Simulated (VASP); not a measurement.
TiC: single point with PBEsol

TiC:

```
Ti C
1.0
     0.00000    2.14669    2.14669
     2.14669    0.00000    2.14669
     2.14669    2.14669    0.00000
Ti C
1 1
Direct
  0.00000 0.00000 0.00000
  0.54367 0.54367 0.45633
```

This cell differs from its parent crystal: all C atoms moved +0.188 Å, as atom 2 along Cartesian [0 0 1].

```
Program                : VASP 6.6.1
Task                   : single point
Functional             : PBEsol
Potentials or basis    : VASP PAW PBE potentials, release 64 (Ti_sv, C)
Cutoff                 : 520 eV
k mesh                 : 24 × 24 × 24
Occupations            : gaussian, width 0.15 eV
Spin                   : no spin polarisation
Dipole correction      : no
Further INCAR settings : ALGO = Normal; EDIFF = 1e-07; NBANDS = 15
```

```yaml
Pressure: 4.8 GPa
Largest_force: 2.011 eV/Å
Band_gap_on_the_k_mesh: zero (bands 8 and 9 overlap by 1.09 eV)
```

Forces in eV/Å, atoms in the order of the input:
```
Ti   0.000  0.000  2.011
C    0.000  0.000 -2.011
```

Stress tensor (GPa, compression positive):
```
 0.71  0.00  0.00
 0.00  0.71  0.00
 0.00  0.00 13.03
```

Levels at points of the mesh, in eV from the Fermi level:
| k point | band 4 | band 5 | band 6 | band 7 | band 8 | band 9 | band 10 | band 11 | band 12 | band 13 |
| --- | --- | --- | --- | --- | --- | --- | --- | --- | --- | --- |
| (0.00, 0.00, 0.00) | -32.41 | -12.51 | -0.13 | -0.13 | 0.17 | 0.63 | 1.74 | 2.54 | 2.54 | 3.56 |
| (0.50, 0.00, 0.00) | -32.47 | -8.91 | -6.01 | -3.00 | -2.95 | 2.91 | 3.00 | 4.22 | 7.16 | 8.17 |
| (0.50, 0.50, 0.00) | -32.61 | -10.17 | -3.36 | -1.82 | -0.05 | -0.05 | 2.80 | 3.60 | 3.60 | 5.70 |
| (0.00, 0.50, 0.50) | -32.60 | -10.16 | -3.52 | -2.48 | -0.26 | 0.75 | 3.17 | 3.59 | 3.60 | 6.05 |

Wall time 3.1 min on 1 thread of Intel(R) Xeon(R) Platinum 8259CL CPU @ 2.50GHz (Skylake/Cascade Lake) (shared host), peak memory 0.41 GiB.

Caveat: the cell differs from its parent crystal (all C atoms moved +0.188 Å, as atom 2 along Cartesian [0 0 1]); the stress differs along the axes, from 1 to 13 GPa; the PAW data sets were made with another functional, which shifts forces and pressure a little.
